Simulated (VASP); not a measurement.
# TiSe2 (P-3m1) in VASP: further runs, part 2 of 2

VASP 6.6.1.

### Step 3. Relaxation of cell and atoms, PBE+D3(BJ)

File INCAR:

```
SYSTEM = TiSe2
PREC     = Accurate       ! precision mode
ENCUT    = 500            ! plane-wave cutoff, eV
EDIFF    = 1E-7           ! SCF threshold, eV
ISMEAR   = 0              ! smearing method
SIGMA    = 0.1            ! smearing width, eV
LREAL    = .False.        ! projectors in reciprocal space
LASPH    = .True.         ! aspherical terms in the spheres
NELM     = 120            ! most SCF steps
ALGO     = Normal         ! electronic algorithm
ISIF     = 3              ! what is computed and relaxed
LWAVE    = .False.        ! write WAVECAR
LCHARG   = .False.        ! write CHGCAR
GGA      = PE             ! functional
IVDW     = 12             ! dispersion correction
IBRION   = 2              ! ionic algorithm
NSW      = 100            ! ionic steps
EDIFFG   = -0.01          ! ionic threshold
GGA_COMPAT= .False.      
NELMIN   = 4
```

File KPOINTS:

```
Automatic mesh
0
Gamma
  15 15 8
  0 0 0
```

File POSCAR:

```
TiSe2
1.0
    3.4809558474      0.0000000028      0.0000000000
   -1.7404779262      3.0145961919      0.0000000000
    0.0000000000      0.0000000000      5.8719286422
Ti Se
1 2
Direct
    0.0000000000      0.0000000000      0.0000000000
    0.3333333333      0.6666666667      0.2646386964
    0.6666666667      0.3333333333      0.7353613036
```

Potentials or basis: VASP PAW PBE potentials, release 64 (Ti_sv, Se).

Run with:

```sh
cat potpaw_PBE.64/Ti_sv/POTCAR potpaw_PBE.64/Se/POTCAR > POTCAR
mpirun -np 1 vasp_std > vasp.out
```

OUTCAR:

```text
SYSTEM = TiSe2
   PREC = Accurate
   ENCUT = 500
   EDIFF = 1E-7
   ISMEAR = 0
   LREAL = .False.
   LASPH = .True.
   NELM = 120
   ISIF = 3
   GGA = PE
   IVDW = 12
   IBRION = 2
   NSW = 100
   EDIFFG = -0.01
   NELMIN = 4
 IVDW          = 12

 ion  position               nearest neighbor table
   1  0.000  0.000  0.000-   2 2.54   3 2.54   3 2.54   2 2.54   3 2.54   2 2.54
   2  0.333  0.667  0.265-   1 2.54   1 2.54   1 2.54
   3  0.667  0.333  0.735-   1 2.54   1 2.54   1 2.54

  LATTYP: Found a hexagonal cell.
 ALAT       =     3.4809558474
 C/A-ratio  =     1.6868724855

  Lattice vectors:

 A1 = (   3.4809558474,   0.0000000028,   0.0000000000)
 A2 = (  -1.7404779262,   3.0145961919,   0.0000000000)
 A3 = (   0.0000000000,   0.0000000000,   5.8719286422)

Analysis of symmetry for initial positions (statically):
=====================================================================
 Subroutine PRICEL returns:
 Original cell was already a primitive cell.

 Routine SETGRP: Setting up the symmetry group for a
 hexagonal supercell.

 Subroutine GETGRP returns: Found 12 space group operations
 (whereof 12 operations were pure point group operations)
 out of a pool of 24 trial point group operations.

The static configuration has the point symmetry D_3d.

Analysis of symmetry for dynamics (positions and initial velocities):
[... 150 lines left out ...]
 NGX is ok and might be reduce to    28
   NGX = 13   NGY = 13   NGZ = 21

--------------------------------------- Ionic step        1  -------------------------------------------

 number of electron      24.0000001 magnetization

 Free energy of the ion-electron system (eV)
  ---------------------------------------------------
  ext. energy  EPLUGINS =         0.00000000
  ---------------------------------------------------
  free energy    TOTEN  =       -18.12496790 eV

  energy without entropy =      -18.12055186  energy(sigma->0) =      -18.12275988

------------------------ aborting loop because EDIFF is reached ----------------------------------------

 Edisp (eV)   -1.35029

 E8    (eV) :    -0.5857
[... 73 lines left out ...]
--------------------------------------- Ionic step        3  -------------------------------------------

 number of electron      24.0000001 magnetization

 Free energy of the ion-electron system (eV)
  ---------------------------------------------------
  ext. energy  EPLUGINS =         0.00000000
  ---------------------------------------------------
  free energy    TOTEN  =       -18.12625173 eV

  energy without entropy =      -18.12183327  energy(sigma->0) =      -18.12404250

 E-fermi :   5.3534     XC(G=0): -10.2909

 val. band max:        5.3455798586   @ k =   0.0000   0.3333   0.3750
 cond. band min:       5.3614111563   @ k =   0.4667   0.0667   0.5000
 fundamental gap:      0.0158312978
 Fermi energy:         5.3534298388

 k-point     1 :       0.0000    0.0000    0.0000
  band No.  band energies     occupation
      1     -52.1629      2.00000
      2     -28.3953      2.00000
      3     -28.3814      2.00000
      4     -28.3814      2.00000
      5      -8.8354      2.00000
      6      -7.2362      2.00000
[... 433 lines left out ...]
      3     -28.4276      2.00000
      4     -28.3706      2.00000
      5      -6.9995      2.00000
      6      -6.9075      2.00000
[... 8 lines left out ...]
     15       7.1451      0.00000
     16       8.0978      0.00000

 [... further k-points ...]

------------------------ aborting loop because EDIFF is reached ----------------------------------------

 Edisp (eV)   -1.34903

 E8    (eV) :    -0.5852
[... 26 lines left out ...]
  FREE ENERGIE OF THE ION-ELECTRON SYSTEM (eV)
  ---------------------------------------------------
  free  energy   TOTEN  =       -19.4752811611 eV

  energy  without entropy=      -19.4708627075  energy(sigma->0) =      -19.47307193

 reached required accuracy - stopping structural energy minimisation
```

OSZICAR:

```text
N       E                     dE             d eps       ncg     rms          rms(c)
DAV:   1     0.196892659109E+03    0.19689E+03   -0.11512E+04  6144   0.144E+03
DAV:   2    -0.138012273278E+01   -0.19827E+03   -0.19641E+03  6768   0.369E+02
DAV:   3    -0.204634597784E+02   -0.19083E+02   -0.18458E+02  9536   0.101E+02
[... 29 lines left out ...]
DAV:   4    -0.181262454214E+02    0.18345E-04   -0.14432E-04  6504   0.110E-01    0.723E-03
DAV:   5    -0.181262486848E+02   -0.32634E-05   -0.12610E-05  7960   0.236E-02    0.637E-03
DAV:   6    -0.181262505252E+02   -0.18404E-05   -0.23508E-06 10152   0.771E-03    0.466E-03
DAV:   7    -0.181262516557E+02   -0.11305E-05   -0.10757E-06  7272   0.718E-03    0.840E-04
DAV:   8    -0.181262517252E+02   -0.69581E-07   -0.46003E-07  7424   0.329E-03
   3 F= -.19475281E+02 E0= -.19473072E+02  d E =-.259541E-04
```

It took 3 min on 1 thread of Intel Xeon 6975P-C (Granite Rapids), shared host; peak memory 0.35 GiB.

What came out:

| Property | Result |
| --- | --- |
| Free energy | -19.4753 eV |
| Relaxed volume | 20.56 Å³/atom |
| Relaxed cell | a = 3.482 Å, b = 3.482 Å, c = 5.874 Å, α = 90.00°, β = 90.00°, γ = 120.00° |
| Space group after relaxing (to 0.05 Å) | P-3m1 (No. 164) |
| Energy gained by relaxing | 0.0 meV/atom |
| Ionic steps | 3 |
| Pressure after relaxing | 0.0 GPa |
| Largest force after relaxing | 0.004 eV/Å |
| Band gap on the k mesh | zero (band 12 reaches 5.88 eV, above the bottom of band 13 at 5.13 eV) |
| Dispersion energy per atom | -0.450 eV |

Forces in eV/Å, atoms in the order of the input:
```
Ti   0.000  0.000  0.000
Se   0.000  0.000  0.004
Se   0.000  0.000 -0.004
```

Final structure:
```yaml
crystal:
  lattice:
    - [3.48198, 0.00000, 0.00000]
    - [-1.74099, 3.01548, 0.00000]
    - [0.00000, 0.00000, 5.87391]
  atoms:
    - { symbol: Ti, position: [0.00000, 0.00000, 0.00000] }
    - { symbol: Se, position: [0.33333, 0.66667, 0.26471] }
    - { symbol: Se, position: [0.66667, 0.33333, 0.73529] }
```

Caveat: pairwise dispersion overbinds metals, which lowers pressure and volume.
